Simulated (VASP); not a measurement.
Set up this calculation in VASP 6.6.1, as the native input.

| Property | Result |
| --- | --- |
| Task | single point |
| Functional | PBEsol |
| Potentials or basis | VASP PAW PBE potentials, release 64 (Ba_sv, S) |
| Cutoff | 520 eV |
| k mesh | 6 × 6 × 6 |
| Occupations | fermi-dirac, width 0.02 eV |
| Spin | no spin polarisation |
| Dipole correction | no |
| Further INCAR settings | ALGO = Normal; EDIFF = 1e-06; NBANDS = 15 |

The structure of BaS lies in POSCAR:

```
BaS
1.0
    3.7705729550      0.0000000000      0.0000000000
    0.0000000000      3.7705729550      0.0000000000
    0.0000000000      0.0000000000      3.7705729550
Ba S
1 1
Direct
    0.0000000000      0.0000000000      0.0000000000
    0.5000000000      0.5000000000      0.5000000000
```

The input as run:

INCAR

```
SYSTEM = BaS
PREC = Accurate
ENCUT = 520
EDIFF = 1E-6
ISMEAR = -1
SIGMA = 0.02
LREAL = .FALSE.
LASPH = .TRUE.
NELM = 100
ALGO = Normal
ISIF = 2
LWAVE = .FALSE.
LCHARG = .FALSE.
GGA = PS
NBANDS = 15
```

KPOINTS

```
regular mesh
0
G
  6 6 6
  0 0 0
```

Potentials or basis: VASP PAW PBE potentials, release 64 (Ba_sv, S).

The run is started by

```bash
$ cat potpaw_PBE.64/Ba_sv/POTCAR potpaw_PBE.64/S/POTCAR > POTCAR
$ mpirun -np 1 vasp_std > vasp.out
```

It gave:

| Property | Result |
| --- | --- |
| Pressure | 1.2 GPa |
| Band gap on the k mesh | 1.23 eV (least direct gap 1.31 eV) |

Caveat: the PAW data sets were made with another functional, which shifts forces and pressure a little; spin-orbit coupling is left out, which moves the levels of the heavy elements.

It took 15 s on 1 thread of Intel Xeon 8259CL, with other jobs on the host, peak memory 0.16 GiB.
